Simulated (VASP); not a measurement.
A run of VASP 6.6.1:

POSCAR

```
ZnS
1.0
    3.8109987816      0.0000000000      0.0000000000
   -1.9054993908      3.3004217586      0.0000000000
    0.0000000000      0.0000000000      6.2340000000
Zn S
2 2
Direct
    0.2546138120      0.6666666667      0.0481231954
    0.6666666667      0.3333333333      0.5000000000
    0.3333333333      0.6666666667      0.3850000000
    0.6666666667      0.3333333333      0.8850000000
```

INCAR.step1

```
  PREC = Accurate
  ENCUT = 520
  ISMEAR = 0
  SIGMA = 0.05
  LREAL = False
  LASPH = True
  NELM = 100
  NBANDS = 26
  GGA = PE
  ALGO = Normal
  EDIFF = 1E-4
  LWAVE = True
  LCHARG = False
```

File INCAR.step2:

```
  PREC = Accurate
  ENCUT = 520
  EDIFF = 1E-6
  ISMEAR = 0
  SIGMA = 0.05
  LREAL = False
  LASPH = True
  NELM = 100
  ALGO = Normal
  ISIF = 2
  LWAVE = False
  LCHARG = False
  METAGGA = R2SCAN
  LMIXTAU = True
  NBANDS = 26
  ISTART = 1
```

KPOINTS

```
Automatic mesh
0
Gamma
  6 6 4
```

Potentials or basis: VASP PAW PBE potentials, release 64 (Zn, S).

Launch:

```sh
$ cat potpaw_PBE.64/Zn/POTCAR potpaw_PBE.64/S/POTCAR > POTCAR
$ cp INCAR.step1 INCAR
$ mpirun -np 1 vasp_std > vasp.out
$ cp INCAR.step2 INCAR
$ mpirun -np 1 vasp_std > vasp.out
```

Hardware: 1 thread of Intel Xeon 8259CL, with other jobs on the host.

Question: How long does it take, and how much memory?

Answer: Run time: 10 min on 1 thread of Intel Xeon 8259CL, on a shared host, peak memory 0.28 GiB. Counts: k points 76.
